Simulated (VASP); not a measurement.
# TiSi (Pnma) in VASP: single point with PBEsol

Aim: the single point of TiSi with PBEsol.

All numbers are computed with VASP 6.6.1; they aren't measurements. Logs are shortened: lines on timing, memory, paths and dates and some standing lists are left out, and cuts for length are marked.

### 1 The cell of the first run

It takes space group Pnma (No. 62, orthorhombic). The conventional cell has a = 6.645 Å, b = 3.731 Å, c = 5.113 Å, α = 90.00°, β = 90.00°, γ = 90.00°. Within 3.5 Å of Ti (site symmetry m) lie 7 Si at 2.62 to 2.82 Å and 6 Ti at 3.27 to 3.31 Å. Si (site symmetry m) has 2 Si at 2.46 Å and 7 Ti at 2.62 to 2.82 Å within 3.3 Å.

### 2 Single point, PBEsol (strain +0.030 along x and y, +0.030 along z)

INCAR

```
SYSTEM = TiSi
ALGO     = Normal         ! electronic algorithm
EDIFF    = 1E-6           ! SCF threshold, eV
ENCUT    = 520            ! plane-wave cutoff, eV
GGA      = PS             ! functional
ISIF     = 2              ! what is computed and relaxed
ISMEAR   = 0              ! smearing method
LASPH    = .TRUE.         ! aspherical terms in the spheres
LCHARG   = .FALSE.        ! write CHGCAR
LREAL    = .FALSE.        ! projectors in reciprocal space
LWAVE    = .FALSE.        ! write WAVECAR
NBANDS   = 42             ! bands
NELM     = 80             ! most SCF steps
PREC     = Accurate       ! precision mode
SIGMA    = 0.15           ! smearing width, eV
```

KPOINTS

```
k-points
0
G
  6 12 8
  0 0 0
```

POSCAR

```
TiSi
1.0
    6.6453672392      0.0000000000      0.0000000000
    0.0000000000      3.7311172078      0.0000000000
    0.0000000000      0.0000000000      5.1127113405
Ti Si
4 4
Direct
    0.6761122805      0.2500000000      0.3705866202
    0.3238877195      0.7500000000      0.6294133798
    0.8238877195      0.7500000000      0.8705866202
    0.1761122805      0.2500000000      0.1294133798
    0.5441211305      0.2500000000      0.8536272411
    0.4558788695      0.7500000000      0.1463727589
    0.9558788695      0.7500000000      0.3536272411
    0.0441211305      0.2500000000      0.6463727589
```

Potentials or basis: VASP PAW PBE potentials, release 64 (Ti_sv, Si).

The run is started by

```
> cat potpaw_PBE.64/Ti_sv/POTCAR potpaw_PBE.64/Si/POTCAR > POTCAR
> mpirun -np 1 vasp_std > vasp.out
```

OUTCAR:

```text
SYSTEM = TiSi
   EDIFF = 1E-6
   ENCUT = 520
   GGA = PS
   ISIF = 2
   ISMEAR = 0
   LASPH = .TRUE.
   LREAL = .FALSE.
   NELM = 80
   PREC = Accurate

 ion  position               nearest neighbor table
   1  0.676  0.250  0.371-   5 2.62   6 2.63   6 2.63   7 2.64   7 2.64   5 2.78   8 2.82
   2  0.324  0.750  0.629-   6 2.62   5 2.63   5 2.63   8 2.64   8 2.64   6 2.78   7 2.82
   3  0.824  0.750  0.871-   7 2.62   8 2.63   8 2.63   5 2.64   5 2.64   7 2.78   6 2.82
   4  0.176  0.250  0.129-   8 2.62   7 2.63   7 2.63   6 2.64   6 2.64   8 2.78   5 2.82
   5  0.544  0.250  0.854-   6 2.46   6 2.46   1 2.62   2 2.63   2 2.63   3 2.64   3 2.64   1 2.78
                             4 2.82
   6  0.456  0.750  0.146-   5 2.46   5 2.46   2 2.62   1 2.63   1 2.63   4 2.64   4 2.64   2 2.78
                             3 2.82
   7  0.956  0.750  0.354-   8 2.46   8 2.46   3 2.62   4 2.63   4 2.63   1 2.64   1 2.64   3 2.78
                             2 2.82
   8  0.044  0.250  0.646-   7 2.46   7 2.46   4 2.62   3 2.63   3 2.63   2 2.64   2 2.64   4 2.78
                             1 2.82

  LATTYP: Found a simple orthorhombic cell.
 ALAT       =     3.7311172078
 B/A-ratio  =     1.3702896628
 C/A-ratio  =     1.7810663319

  Lattice vectors:

 A1 = (   0.0000000000,   3.7311172078,   0.0000000000)
 A2 = (   0.0000000000,   0.0000000000,   5.1127113405)
 A3 = (   6.6453672392,   0.0000000000,   0.0000000000)

Analysis of symmetry for initial positions (statically):
=====================================================================
 Subroutine PRICEL returns:
 Original cell was already a primitive cell.

 Routine SETGRP: Setting up the symmetry group for a
 simple orthorhombic supercell.

 Subroutine GETGRP returns: Found  8 space group operations
 (whereof  2 operations were pure point group operations)
 out of a pool of  8 trial point group operations.

The static configuration has the point symmetry S_2 .
 The point group associated with its full space group is D_2h.

Analysis of symmetry for dynamics (positions and initial velocities):
=====================================================================
 Subroutine PRICEL returns:
 Original cell was already a primitive cell.

 Routine SETGRP: Setting up the symmetry group for a
 simple orthorhombic supercell.

 Subroutine GETGRP returns: Found  8 space group operations
 (whereof  2 operations were pure point group operations)
 out of a pool of  8 trial point group operations.

The dynamic configuration has the point symmetry S_2 .
 The point group associated with its full space group is D_2h.

 Subroutine INISYM returns: Found  8 space group operations
 (whereof  2 operations are pure point group operations),
 and found     1 'primitive' translations

----------------------------------------------------------------------------------------

                                     Primitive cell

  volume of cell :     126.7679

  direct lattice vectors                    reciprocal lattice vectors
     6.645367239  0.000000000  0.000000000     0.150480773  0.000000000  0.000000000
     0.000000000  3.731117208  0.000000000     0.000000000  0.268016239  0.000000000
     0.000000000  0.000000000  5.112711340     0.000000000  0.000000000  0.195590937

  length of vectors
     6.645367239  3.731117208  5.112711340     0.150480773  0.268016239  0.195590937

  position of ions in fractional coordinates (direct lattice)
     0.676112281  0.250000000  0.370586620
     0.323887720  0.750000000  0.629413380
     0.823887720  0.750000000  0.870586620
     0.176112280  0.250000000  0.129413380
     0.544121131  0.250000000  0.853627241
     0.455878869  0.750000000  0.146372759
     0.955878869  0.750000000  0.353627241
     0.044121131  0.250000000  0.646372759

  ion indices of the primitive-cell ions
   primitive index   ion index
                 1           1
                 2           2
                 3           3
                 4           4
                 5           5
                 6           6
                 7           7
                 8           8

----------------------------------------------------------------------------------------

 KPOINTS: k-points

Automatic generation of k-mesh.
 Grid dimensions read from file:
 generate k-points for:    6   12    8

 Generating k-lattice:

  Cartesian coordinates                     Fractional coordinates (reciprocal lattice)
     0.025080129  0.000000000  0.000000000     0.166666667  0.000000000  0.000000000
     0.000000000  0.022334687  0.000000000     0.000000000  0.083333333  0.000000000
     0.000000000  0.000000000  0.024448867     0.000000000  0.000000000  0.125000000

  Length of vectors
     0.025080129  0.022334687  0.024448867

  Shift w.r.t. Gamma in fractional coordinates (k-lattice)
     0.000000000  0.000000000  0.000000000

 Subroutine IBZKPT returns following result:
 ===========================================

 Found    140 irreducible k-points:

 Following reciprocal coordinates:
            Coordinates               Weight
  0.000000  0.000000  0.000000      1.000000
  0.166667  0.000000  0.000000      2.000000
  0.333333  0.000000  0.000000      2.000000
  0.500000  0.000000  0.000000      1.000000
  0.000000  0.083333  0.000000      2.000000
  0.166667  0.083333  0.000000      4.000000
[... 16 lines left out ...]
  0.333333  0.416667  0.000000      4.000000
  0.500000  0.416667  0.000000      2.000000
 [... further k-points ...]
   k-points           NKPTS =    140   k-points in BZ     NKDIM =    140   number of bands    NBANDS=     42
   number of dos      NEDOS =    301   number of ions     NIONS =      8
   total plane-waves  NPLWV =  56000
   dimension x,y,z NGX =    50 NGY =   28 NGZ =   40
   dimension x,y,z NGXF=   100 NGYF=   56 NGZF=   80
   ions per type =               4   4
   NGX,Y,Z   is equivalent  to a cutoff of  12.51, 12.48, 13.01 a.u.
   NGXF,Y,Z  is equivalent  to a cutoff of  25.02, 24.95, 26.01 a.u.
 SYSTEM =  TiSi
   PREC   = accura    normal or accurate (medium, high low for compatibility)
   ISTART =      0    job   : 0-new  1-cont  2-samecut
   ICHARG =      2    charge: 1-file 2-atom 10-const
   ISPIN  =      1    spin polarized calculation?
   LNONCOLLINEAR =      F non collinear calculations
   LSORBIT =      F    spin-orbit coupling
   LASPH  =      T    aspherical Exc in radial PAW
   ENCUT  =  520.0 eV  38.22 Ry    6.18 a.u.  12.36  6.94  9.51*2*pi/ulx,y,z
   NELM   =     80;   NELMIN=  2; NELMDL= -5     # of ELM steps
   EDIFF  = 0.1E-05   stopping-criterion for ELM
   LREAL  =      F    real-space projection
   EDIFFG = 0.1E-04   stopping-criterion for IOM
   NSW    =      0    number of steps for IOM
   IBRION =     -1    ionic relax: 0-MD 1-quasi-New 2-CG
   NFREE  =      0    steps in history (QN), initial steepest desc. (CG)
   ISIF   =      2    stress and relaxation
   ISYM   =      2    0-nonsym 1-usesym 2-fastsym
   POTIM  = 0.5000    time-step for ionic-motion
   TEBEG  =    0.0;   TEEND  =   0.0 temperature during run
   PSTRESS=    0.0 pullay stress
   NELECT =      64.0000    total number of electrons
   NUPDOWN=      -1.0000    fix difference up-down
   EMIN   =  10.00;   EMAX   =-10.00  energy-range for DOS
   EFERMI =   0.00;   METHOD = LEGACY
   ISMEAR =     0;   SIGMA  =   0.15  broadening in eV -4-tet -1-fermi 0-gaus
   EFERMI_NEDOS =   21; number of points for ismear=-14 and -15
   IALGO  =     38    algorithm
   IMIX   =      4    mixing-type and parameters
     AMIX     =   0.40;   BMIX     =  1.00
     AMIX_MAG =   1.60;   BMIX_MAG =  1.00
  volume/ion in A,a.u.               =      15.85       106.93
  Fermi-wavevector in a.u.,A,eV,Ry     =   1.303562  2.463375 23.120033  1.699275
  Thomas-Fermi vector in A             =   2.434556
   LORBIT       =      0    0 simple, 1 ext, 2 COOP (PROOUT), +10 PAW based schemes
   GGA     = PS    functional components
   LHFCALC =     F    Hartree Fock is set to
   AEXX    =    0.0000 exact exchange contribution
   IVDW    =     0    specifies the selected vdW correction
   LEPSILON=     F    determine dielectric tensor
   LRPA    =     F    only Hartree local field effects (RPA)
 non-spin polarized calculation
 Gauss-broadening in eV      SIGMA  =   0.15
  energy-cutoff  :      520.00
  volume of cell :      126.77
 maximum number of plane-waves:      3450
 NGX is ok and might be reduce to    50
   NGX = 25   NGY = 13   NGZ = 19

 number of electron      63.9999994 magnetization

 Free energy of the ion-electron system (eV)
  ---------------------------------------------------
  ext. energy  EPLUGINS =         0.00000000
  ---------------------------------------------------
  free energy    TOTEN  =       -62.76156125 eV

  energy without entropy =      -62.73300869  energy(sigma->0) =      -62.74728497

 E-fermi :   8.8950     XC(G=0): -11.4284

 val. band max:        8.8866877180   @ k =   0.0000   0.1667   0.2500
 cond. band min:       8.9150637035   @ k =   0.3333   0.1667   0.3750
 fundamental gap:      0.0283759856
 Fermi energy:         8.8949618396

 k-point     1 :       0.0000    0.0000    0.0000
  band No.  band energies     occupation
      1     -47.8248      2.00000
      2     -47.8112      2.00000
      3     -47.8039      2.00000
      4     -47.7977      2.00000
      5     -24.2633      2.00000
      6     -24.2612      2.00000
[... 34 lines left out ...]
     41      10.9795      0.00000
     42      11.0859      0.00000

 k-point     2 :       0.1667    0.0000    0.0000
  band No.  band energies     occupation
      1     -47.8241      2.00000
      2     -47.8127      2.00000
      3     -47.8028      2.00000
      4     -47.7979      2.00000
      5     -24.2623      2.00000
      6     -24.2620      2.00000
[... 34 lines left out ...]
     41      10.8638      0.00000
     42      10.9920      0.00000

 k-point     3 :       0.3333    0.0000    0.0000
  band No.  band energies     occupation
      1     -47.8221      2.00000
      2     -47.8159      2.00000
      3     -47.8010      2.00000
      4     -47.7984      2.00000
      5     -24.2637      2.00000
      6     -24.2626      2.00000
[... 897 lines left out ...]
      4     -47.8049      2.00000
      5     -24.2469      2.00000
      6     -24.2388      2.00000
[... 34 lines left out ...]
     41      11.4570      0.00000
     42      11.7259      0.00000

 k-point    24 :       0.5000    0.4167    0.0000
  band No.  band energies     occupation
      1     -47.8103      2.00000
      2     -47.8103      2.00000
      3     -47.8052      2.00000
      4     -47.8052      2.00000
      5     -24.2368      2.00000
      6     -24.2368      2.00000
[... 34 lines left out ...]
     41      11.5245      0.00000
     42      11.5288      0.00000

 [... further k-points ...]
[... 5 lines left out ...]
  --------------------------------------------------------------------------------------
  -------------------------------------------------------------------------------------
  Total       -8.3372326     -9.4151518     -9.3146683      0.0000000     -0.0000000      0.0000000
  in kB     -105.3715452   -118.9950116   -117.7250345      0.0000000     -0.0000000      0.0000000
  external PRESSURE =    -114.0305304 kB  Pullay stress =       0.0000000 kB

 VOLUME and BASIS-vectors are now :
 -----------------------------------------------------------------------------
  energy-cutoff  :      520.00
  volume of cell :      126.77
      direct lattice vectors                 reciprocal lattice vectors
     6.645367239  0.000000000  0.000000000     0.150480773  0.000000000  0.000000000
     0.000000000  3.731117208  0.000000000     0.000000000  0.268016239  0.000000000
     0.000000000  0.000000000  5.112711340     0.000000000  0.000000000  0.195590937

 POSITION                                       TOTAL-FORCE (eV/Angst)
 -----------------------------------------------------------------------------------
      4.49301      0.93278      1.89470         0.025943     -0.000000      0.000680
      2.15235      2.79834      3.21801        -0.025943      0.000000     -0.000680
      5.47504      2.79834      4.45106        -0.025943     -0.000000      0.000680
      1.17033      0.93278      0.66165         0.025943      0.000000     -0.000680
      3.61588      0.93278      4.36435         0.001974     -0.000000      0.040492
      3.02948      2.79834      0.74836        -0.001974     -0.000000     -0.040492
      6.35217      2.79834      1.80799        -0.001974     -0.000000      0.040492
      0.29320      0.93278      3.30472         0.001974     -0.000000     -0.040492
 -----------------------------------------------------------------------------------
    total drift:                                0.000000     -0.000000     -0.000000

  FREE ENERGIE OF THE ION-ELECTRON SYSTEM (eV)
  ---------------------------------------------------
  free  energy   TOTEN  =       -62.7615612505 eV

  energy  without entropy=      -62.7330086860  energy(sigma->0) =      -62.74728497
```

Wall time 19 min (1 thread of Intel Xeon 8259CL, shared host); peak memory 0.62 GiB.

Results:

```yaml
Free_energy: -62.7616 eV
Pressure: -11.4 GPa
Largest_force: 0.041 eV/Å
Band_gap_on_the_k_mesh: zero (band 32 reaches 9.10 eV, above the bottom of band 33 at 8.78 eV)
```

Forces on the atoms (eV/Å):
```
Ti   0.026  0.000  0.001
Ti  -0.026  0.000 -0.001
Ti  -0.026  0.000  0.001
Ti   0.026  0.000 -0.001
Si   0.002  0.000  0.040
Si  -0.002  0.000 -0.040
Si  -0.002  0.000  0.040
Si   0.002  0.000 -0.040
```

Stress tensor (GPa, compression positive):
```
-10.54   0.00   0.00
  0.00 -11.90   0.00
  0.00   0.00 -11.77
```

Levels at points of the mesh, in eV from the Fermi level:
| k point | band 30 | band 31 | band 32 | band 33 | band 34 | band 35 |
| --- | --- | --- | --- | --- | --- | --- |
| (0.00, 0.00, 0.00) | -0.49 | -0.29 | -0.16 | 0.30 | 0.52 | 0.58 |
| (0.50, 0.00, 0.00) | -0.70 | -0.39 | -0.39 | 0.32 | 0.32 | 0.55 |
| (0.00, 0.50, 0.00) | -1.51 | -1.50 | -1.50 | 1.30 | 1.30 | 1.58 |
| (0.50, 0.50, 0.00) | -1.57 | -1.57 | -1.57 | 1.51 | 1.51 | 1.51 |
| (0.00, 0.00, 0.50) | -0.80 | -0.27 | -0.27 | 0.39 | 0.39 | 0.68 |
| (0.50, 0.00, 0.50) | -0.87 | -0.63 | -0.63 | 0.37 | 0.37 | 0.65 |
| (0.00, 0.50, 0.50) | -0.48 | -0.40 | -0.40 | -0.02 | -0.02 | 0.68 |
| (0.50, 0.50, 0.50) | -1.22 | -1.22 | -1.22 | 1.16 | 1.16 | 1.16 |

Caveat: the cell differs from its parent crystal (strain +0.030 along x and y, +0.030 along z); the PAW data sets were made with another functional, which shifts forces and pressure a little.
